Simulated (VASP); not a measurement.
Input of a VASP 6.6.1 run:

Contents of INCAR:

```
ALGO = Normal
EDIFF = 1E-6
ENCUT = 500
GGA = PS
GGA_COMPAT = False
ISIF = 2
ISMEAR = 0
LASPH = True
LCHARG = False
LREAL = False
LWAVE = False
NBANDS = 15
NELM = 120
PREC = Accurate
SIGMA = 0.02
```

Contents of KPOINTS:

```
k-points
0
Gamma
  8 8 8
```

File POSCAR:

```
CaS
1.0
    0.0000000000      2.8165828910      2.8165828910
    2.8165828910      0.0000000000      2.8165828910
    2.8165828910      2.8165828910      0.0000000000
Ca S
1 1
Direct
    0.0000000000      0.0000000000      0.0000000000
    0.5000000000      0.5000000000      0.5000000000
```

Potentials or basis: VASP PAW PBE potentials, release 64 (Ca_sv, S).

The run is started by

```console
$ cat potpaw_PBE.64/Ca_sv/POTCAR potpaw_PBE.64/S/POTCAR > POTCAR
$ mpirun -np 1 vasp_std > vasp.out
```

(1) What does it give for the band gap on the k mesh?

(2) Estimate the pressure.

Answers

(1) 2.15 eV, indirect (least direct gap 3.00 eV).

(2) 0.2 GPa.

Caveat: the PAW data sets were made with another functional, which shifts forces and pressure a little.
